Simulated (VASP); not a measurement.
A run of VASP 6.6.1 is set up as follows.

The input INCAR:

```
SYSTEM = Zr
PREC     = Accurate       ! precision mode
ENCUT    = 520            ! plane-wave cutoff, eV
EDIFF    = 1E-6           ! SCF threshold, eV
ISMEAR   = -1             ! smearing method
SIGMA    = 0.08           ! smearing width, eV
LREAL    = .FALSE.        ! projectors in reciprocal space
LASPH    = .TRUE.         ! aspherical terms in the spheres
NELM     = 80             ! most SCF steps
ALGO     = Normal         ! electronic algorithm
ISIF     = 2              ! what is computed and relaxed
LWAVE    = .FALSE.        ! write WAVECAR
LCHARG   = .FALSE.        ! write CHGCAR
GGA      = PE             ! functional
NBANDS   = 19             ! bands
```

Contents of KPOINTS:

```
Automatic mesh
0
G
  11 11 11
  0 0 0
```

POSCAR

```
Zr
1.0
    0.0000000000      2.5260100890      2.5260100890
    2.5260100890      0.0000000000      2.5260100890
    2.5260100890      2.5260100890      0.0000000000
Zr
2
Direct
   -0.1250000000     -0.1250000000     -0.1250000000
    0.1250000000      0.1250000000      0.1250000000
```

Potentials or basis: VASP PAW PBE potentials, release 64 (Zr_sv).

Command:

```bash
$ cat potpaw_PBE.64/Zr_sv/POTCAR > POTCAR
$ mpirun -np 1 vasp_std > vasp.out
```

**Question.** Predict the band gap on the k mesh.

**Answer.** Zero (band 12 reaches 14.77 eV, above the bottom of band 13 at 12.41 eV).

**Question.** Estimate the pressure.

**Answer.** 94.0 GPa.
